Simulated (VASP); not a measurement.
# Re (P-1) in VASP: single point with PBE

Aim: the single point of Re with PBE.

All numbers are computed with VASP 6.6.1; they aren't measurements. Logs are shortened: lines on timing, memory, paths and dates and some standing lists are left out, and cuts for length are marked.

## 1. The cell of the first run

The typed cell holds 2 atoms: a = 2.793 Å, b = 2.793 Å, c = 4.838 Å, α = 73.22°, β = 73.22°, γ = 60.00°.

## 2. Single point, PBE

INCAR

```
ALGO = Fast
EDIFF = 1E-7
ENCUT = 520
GGA = PE
ISIF = 2
ISMEAR = -1
LASPH = T
LCHARG = F
LREAL = F
LWAVE = F
NBANDS = 14
NELM = 100
PREC = Accurate
SIGMA = 0.05
```

KPOINTS

```
k-points
0
Gamma
  11 11 6
```

POSCAR

```
Re
1.0
    0.0000000000     -1.9750000000     -1.9750000000
   -1.9750000000      0.0000000000     -1.9750000000
    1.9750000000      1.9750000000     -3.9500000000
Re
2
Direct
    0.4939289300      0.4511210500      0.5243728600
    0.0060710700      0.0488789500      0.9756271400
```

Potentials or basis: VASP PAW PBE potentials, release 64 (Re).

Command:

```console
> cat potpaw_PBE.64/Re/POTCAR > POTCAR
> mpirun -np 1 vasp_std > vasp.out
```

OUTCAR:

```text
EDIFF = 1E-7
   ENCUT = 520
   GGA = PE
   ISIF = 2
   ISMEAR = -1
   LASPH = T
   LREAL = F
   NELM = 100
   PREC = Accurate

 ion  position               nearest neighbor table
   1  0.494  0.451  0.524-   2 2.51   2 2.62   2 2.74   2 2.88   2 2.99   2 3.09
   2  0.006  0.049  0.976-   1 2.51   1 2.62   1 2.74   1 2.88   1 2.99   1 3.09

  LATTYP: Found a trigonal (rhomboedric) cell.
 ALAT       =     4.8377422420
 COS(alpha) =     0.8333333333

  Lattice vectors:

 A1 = (   1.9750000000,   3.9500000000,  -1.9750000000)
 A2 = (   3.9500000000,   1.9750000000,  -1.9750000000)
 A3 = (   1.9750000000,   1.9750000000,  -3.9500000000)

Analysis of symmetry for initial positions (statically):
=====================================================================
 Subroutine PRICEL returns:
 Original cell was already a primitive cell.

 Routine SETGRP: Setting up the symmetry group for a
 trigonal (rhombohedral) supercell.

 Subroutine GETGRP returns: Found  2 space group operations
 (whereof  1 operations were pure point group operations)
 out of a pool of 12 trial point group operations.

The static configuration has the point symmetry C_1 .
 The point group associated with its full space group is S_2 .

Analysis of symmetry for dynamics (positions and initial velocities):
=====================================================================
 Subroutine PRICEL returns:
 Original cell was already a primitive cell.

 Routine SETGRP: Setting up the symmetry group for a
 trigonal (rhombohedral) supercell.

 Subroutine GETGRP returns: Found  2 space group operations
 (whereof  1 operations were pure point group operations)
 out of a pool of 12 trial point group operations.

The dynamic configuration has the point symmetry C_1 .
 The point group associated with its full space group is S_2 .

 Subroutine INISYM returns: Found  2 space group operations
 (whereof  1 operations are pure point group operations),
 and found     1 'primitive' translations

----------------------------------------------------------------------------------------

                                     Primitive cell

  volume of cell :      30.8149

  direct lattice vectors                    reciprocal lattice vectors
     0.000000000 -1.975000000 -1.975000000     0.126582278 -0.379746835 -0.126582278
    -1.975000000  0.000000000 -1.975000000    -0.379746835  0.126582278 -0.126582278
     1.975000000  1.975000000 -3.950000000     0.126582278  0.126582278 -0.126582278

  length of vectors
     2.793071786  2.793071786  4.837742242     0.419825923  0.419825923  0.219246938

  position of ions in fractional coordinates (direct lattice)
     0.493928930  0.451121050  0.524372860
     0.006071070  0.048878950  0.975627140

  ion indices of the primitive-cell ions
   primitive index   ion index
                 1           1
                 2           2

----------------------------------------------------------------------------------------

 KPOINTS: k-points

Automatic generation of k-mesh.
 Grid dimensions read from file:
 generate k-points for:   11   11    6

 Generating k-lattice:

  Cartesian coordinates                     Fractional coordinates (reciprocal lattice)
     0.011507480 -0.034522440 -0.011507480     0.090909091  0.000000000 -0.000000000
    -0.034522440  0.011507480 -0.011507480     0.000000000  0.090909091 -0.000000000
     0.021097046  0.021097046 -0.021097046     0.000000000  0.000000000  0.166666667

  Length of vectors
     0.038165993  0.038165993  0.036541156

  Shift w.r.t. Gamma in fractional coordinates (k-lattice)
     0.000000000  0.000000000  0.000000000

 -----------------------------------------------------------------------------
|                                                                             |
|           W    W    AA    RRRRR   N    N  II  N    N   GGGG   !!!           |
|           W    W   A  A   R    R  NN   N  II  NN   N  G    G  !!!           |
|           W    W  A    A  R    R  N N  N  II  N N  N  G       !!!           |
|           W WW W  AAAAAA  RRRRR   N  N N  II  N  N N  G  GGG   !            |
|           WW  WW  A    A  R   R   N   NN  II  N   NN  G    G                |
|           W    W  A    A  R    R  N    N  II  N    N   GGGG   !!!           |
|                                                                             |
|     Your reciprocal lattice and k-lattice belong to different lattice       |
|     classes:                                                                |
|                                                                             |
|        The reciprocal lattice is rhombohedral (trigonal),                   |
|        whereas your k-lattice is base-centered monoclinic.                  |
|                                                                             |
|     Results are often still useful ...                                      |
|                                                                             |
 -----------------------------------------------------------------------------

 WARNING: IBZKPT: internal override: KBLOWUP is changed to .FALSE.
      ... skipping the blow-up phase ...

 Subroutine IBZKPT returns following result:
 ===========================================

 Found    364 irreducible k-points:

 Following reciprocal coordinates:
            Coordinates               Weight
  0.000000  0.000000  0.000000      1.000000
  0.090909  0.000000  0.000000      2.000000
  0.181818  0.000000  0.000000      2.000000
  0.272727  0.000000  0.000000      2.000000
  0.363636  0.000000  0.000000      2.000000
  0.454545  0.000000  0.000000      2.000000
[... 16 lines left out ...]
  0.454545  0.181818  0.000000      2.000000
 -0.454545  0.181818 -0.000000      2.000000
 [... further k-points ...]
   k-points           NKPTS =    364   k-points in BZ     NKDIM =    364   number of bands    NBANDS=     14
   number of dos      NEDOS =    301   number of ions     NIONS =      2
   total plane-waves  NPLWV =  20736
   dimension x,y,z NGX =    24 NGY =   24 NGZ =   36
   dimension x,y,z NGXF=    48 NGYF=   48 NGZF=   72
   ions per type =               2
   NGX,Y,Z   is equivalent  to a cutoff of  14.28, 14.28, 12.37 a.u.
   NGXF,Y,Z  is equivalent  to a cutoff of  28.57, 28.57, 24.74 a.u.
 SYSTEM =  unknown system
   PREC   = accura    normal or accurate (medium, high low for compatibility)
   ISTART =      0    job   : 0-new  1-cont  2-samecut
   ICHARG =      2    charge: 1-file 2-atom 10-const
   ISPIN  =      1    spin polarized calculation?
   LNONCOLLINEAR =      F non collinear calculations
   LSORBIT =      F    spin-orbit coupling
   LASPH  =      T    aspherical Exc in radial PAW
   ENCUT  =  520.0 eV  38.22 Ry    6.18 a.u.   5.19  5.19  8.99*2*pi/ulx,y,z
   NELM   =    100;   NELMIN=  2; NELMDL= -5     # of ELM steps
   EDIFF  = 0.1E-06   stopping-criterion for ELM
   LREAL  =      F    real-space projection
   EDIFFG = 0.1E-05   stopping-criterion for IOM
   NSW    =      0    number of steps for IOM
   IBRION =     -1    ionic relax: 0-MD 1-quasi-New 2-CG
   NFREE  =      0    steps in history (QN), initial steepest desc. (CG)
   ISIF   =      2    stress and relaxation
   ISYM   =      2    0-nonsym 1-usesym 2-fastsym
   POTIM  = 0.5000    time-step for ionic-motion
   TEBEG  =    0.0;   TEEND  =   0.0 temperature during run
   PSTRESS=    0.0 pullay stress
   NELECT =      14.0000    total number of electrons
   NUPDOWN=      -1.0000    fix difference up-down
   EMIN   =  10.00;   EMAX   =-10.00  energy-range for DOS
   EFERMI =   0.00;   METHOD = LEGACY
   ISMEAR =    -1;   SIGMA  =   0.05  broadening in eV -4-tet -1-fermi 0-gaus
   EFERMI_NEDOS =   21; number of points for ismear=-14 and -15
   IALGO  =     68    algorithm
   IMIX   =      4    mixing-type and parameters
     AMIX     =   0.40;   BMIX     =  1.00
     AMIX_MAG =   1.60;   BMIX_MAG =  1.00
  volume/ion in A,a.u.               =      15.41       103.97
  Fermi-wavevector in a.u.,A,eV,Ry     =   1.258531  2.378278 21.550255  1.583899
  Thomas-Fermi vector in A             =   2.392135
   LORBIT       =      0    0 simple, 1 ext, 2 COOP (PROOUT), +10 PAW based schemes
   GGA     = PE    functional components
   LHFCALC =     F    Hartree Fock is set to
   AEXX    =    0.0000 exact exchange contribution
   IVDW    =     0    specifies the selected vdW correction
   LEPSILON=     F    determine dielectric tensor
   LRPA    =     F    only Hartree local field effects (RPA)
 non-spin polarized calculation
 RMM-DIIS sequential band-by-band and
  energy-cutoff  :      520.00
  volume of cell :       30.81
 maximum number of plane-waves:       843
 NGX is ok and might be reduce to    24
   NGX = 11   NGY = 11   NGZ = 17

 number of electron      14.0000000 magnetization

 Free energy of the ion-electron system (eV)
  ---------------------------------------------------
  ext. energy  EPLUGINS =         0.00000000
  ---------------------------------------------------
  free energy    TOTEN  =       -24.46762010 eV

  energy without entropy =      -24.45285234  energy(sigma->0) =      -24.46023622

 E-fermi :   7.4871     XC(G=0): -13.4371

 val. band max:        7.4851628428   @ k =  -0.4545   0.3636  -0.0000
 cond. band min:       7.4892378540   @ k =  -0.3636   0.4545   0.0000
 fundamental gap:      0.0040750112
 Fermi energy:         7.4871394097

 k-point     1 :       0.0000    0.0000    0.0000
  band No.  band energies     occupation
      1      -2.2012      2.00000
      2       0.9482      2.00000
      3       5.3868      2.00000
      4       5.4571      2.00000
      5       5.5662      2.00000
      6       5.6552      2.00000
      7       6.0422      2.00000
      8       8.1849      0.00000
      9       8.4816      0.00000
     10       9.0613      0.00000
     11      10.7760      0.00000
     12      11.4200      0.00000
     13      16.1018      0.00000
     14      21.0440      0.00000

 k-point     2 :       0.0909    0.0000    0.0000
  band No.  band energies     occupation
      1      -1.8661      2.00000
      2       1.2625      2.00000
      3       5.0180      2.00000
      4       5.3681      2.00000
      5       5.6239      2.00000
      6       5.8380      2.00000
      7       6.2446      2.00000
      8       7.4696      1.17362
      9       8.3299      0.00000
     10       8.9632      0.00000
     11      10.8363      0.00000
     12      12.2596      0.00000
     13      16.1614      0.00000
     14      21.7334      0.00000

 k-point     3 :       0.1818    0.0000    0.0000
  band No.  band energies     occupation
      1      -0.9322      2.00000
      2       2.0722      2.00000
      3       4.2659      2.00000
      4       4.7693      2.00000
      5       5.8829      2.00000
      6       6.3286      2.00000
      7       6.6128      2.00000
      8       6.7993      2.00000
      9       7.9048      0.00047
     10       9.0424      0.00000
     11      10.6497      0.00000
     12      13.7203      0.00000
     13      16.5336      0.00000
     14      22.8427      0.00000
[... 324 lines left out ...]
 k-point    23 :       0.4545    0.1818    0.0000
  band No.  band energies     occupation
      1       2.2794      2.00000
      2       3.0705      2.00000
      3       3.5607      2.00000
      4       3.7195      2.00000
      5       4.7667      2.00000
      6       5.3596      2.00000
      7       7.4244      1.55625
      8       8.2340      0.00000
      9       9.3907      0.00000
     10      10.9489      0.00000
     11      12.1495      0.00000
     12      15.2027      0.00000
     13      17.5158      0.00000
     14      19.8231      0.00000

 k-point    24 :      -0.4545    0.1818   -0.0000
  band No.  band energies     occupation
      1       2.6525      2.00000
      2       3.1135      2.00000
      3       3.4721      2.00000
      4       3.6121      2.00000
      5       4.7752      2.00000
      6       5.4175      2.00000
      7       7.6129      0.14952
      8       8.9578      0.00000
      9      10.0736      0.00000
     10      10.8823      0.00000
     11      13.5377      0.00000
     12      14.9739      0.00000
     13      16.7275      0.00000
     14      19.0159      0.00000

 [... further k-points ...]

------------------------ aborting loop because EDIFF is reached ----------------------------------------

  FORCE on cell =-STRESS in cart. coord.  units (eV):
  Direction    XX          YY          ZZ          XY          YZ          ZX
  --------------------------------------------------------------------------------------
  -------------------------------------------------------------------------------------
  Total        0.7244628     -0.1012334     -1.2316083      1.3776995      0.3347716     -0.6463317
  in kB       37.6673772     -5.2634799    -64.0356603     71.6314557     17.4059586    -33.6050633
  external PRESSURE =     -10.5439210 kB  Pullay stress =       0.0000000 kB

 VOLUME and BASIS-vectors are now :
 -----------------------------------------------------------------------------
  energy-cutoff  :      520.00
  volume of cell :       30.81
      direct lattice vectors                 reciprocal lattice vectors
     0.000000000 -1.975000000 -1.975000000     0.126582278 -0.379746835 -0.126582278
    -1.975000000  0.000000000 -1.975000000    -0.379746835  0.126582278 -0.126582278
     1.975000000  1.975000000 -3.950000000     0.126582278  0.126582278 -0.126582278

 POSITION                                       TOTAL-FORCE (eV/Angst)
 -----------------------------------------------------------------------------------
      0.14467      0.06013     -3.93775        -1.786645     -1.121047      0.458400
      1.83033      1.91487     -3.96225         1.786645      1.121047     -0.458400
 -----------------------------------------------------------------------------------
    total drift:                                0.000000      0.000000     -0.000000

  FREE ENERGIE OF THE ION-ELECTRON SYSTEM (eV)
  ---------------------------------------------------
  free  energy   TOTEN  =       -24.4676200986 eV

  energy  without entropy=      -24.4528523393  energy(sigma->0) =      -24.46023622
```

Run time: 73 s. Hardware: 1 thread of Intel Xeon Platinum 8481C at 2.70GHz (Sapphire Rapids), shared host; peak memory 0.26 GiB.

Results:

```yaml
Free_energy: -24.4676 eV
Pressure: -1.1 GPa
Largest_force: 2.158 eV/Å
Band_gap_on_the_k_mesh: zero (bands 7 and 8 overlap by 3.31 eV)
```

Forces on the atoms (eV/Å):
```
Re  -1.787 -1.121  0.458
Re   1.787  1.121 -0.458
```

Stress tensor (GPa, compression positive):
```
 3.77  7.16 -3.36
 7.16 -0.53  1.74
-3.36  1.74 -6.40
```

Caveat: spin-orbit coupling is left out, which moves the levels of the heavy elements; forces of over 1 eV/Å act on the atoms, so gaps and moduli don't describe the material at rest.
